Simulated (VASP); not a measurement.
Input of a VASP 6.6.1 run:

File POSCAR:

```
InAs
1.0
    0.0000000000      3.0233800501      3.0233800501
    3.0233800501      0.0000000000      3.0233800501
    3.0233800501      3.0233800501      0.0000000000
In As
1 1
Direct
    0.0000000000      0.0000000000      0.0000000000
    0.2500000000      0.2500000000      0.2500000000
```

File INCAR.step1:

```
SYSTEM = InAs
  ALGO = Normal
  EDIFF = 1E-4
  ENCUT = 520
  GGA = PE
  ISMEAR = 0
  LASPH = .TRUE.
  LCHARG = .FALSE.
  LREAL = .FALSE.
  LWAVE = .TRUE.
  NBANDS = 16
  NELM = 100
  PREC = Accurate
  SIGMA = 0.01
```

Contents of INCAR.step2:

```
SYSTEM = InAs
  ALGO = Normal
  EDIFF = 1E-6
  ENCUT = 520
  ISIF = 2
  ISMEAR = 0
  ISTART = 1
  LASPH = .TRUE.
  LCHARG = .FALSE.
  LMIXTAU = .TRUE.
  LREAL = .FALSE.
  LWAVE = .FALSE.
  METAGGA = R2SCAN
  NBANDS = 16
  NELM = 100
  PREC = Accurate
  SIGMA = 0.01
```

The input KPOINTS:

```
k-points
0
G
  10 10 10
  0 0 0
```

Potentials or basis: VASP PAW PBE potentials, release 64 (In_d, As).

The run is started by

```bash
$ cat potpaw_PBE.64/In_d/POTCAR potpaw_PBE.64/As/POTCAR > POTCAR
$ cp INCAR.step1 INCAR
$ mpirun -np 1 vasp_std > vasp.out
$ cp INCAR.step2 INCAR
$ mpirun -np 1 vasp_std > vasp.out
```

Task: Predict the pressure.

Result: 1.9 GPa.

Task: What does it give for the band gap on the k mesh?

Result: 0.25 eV, direct.

Caveat: the PAW data sets were made with another functional, which shifts forces and pressure a little; spin-orbit coupling is left out, which moves the levels of the heavy elements.
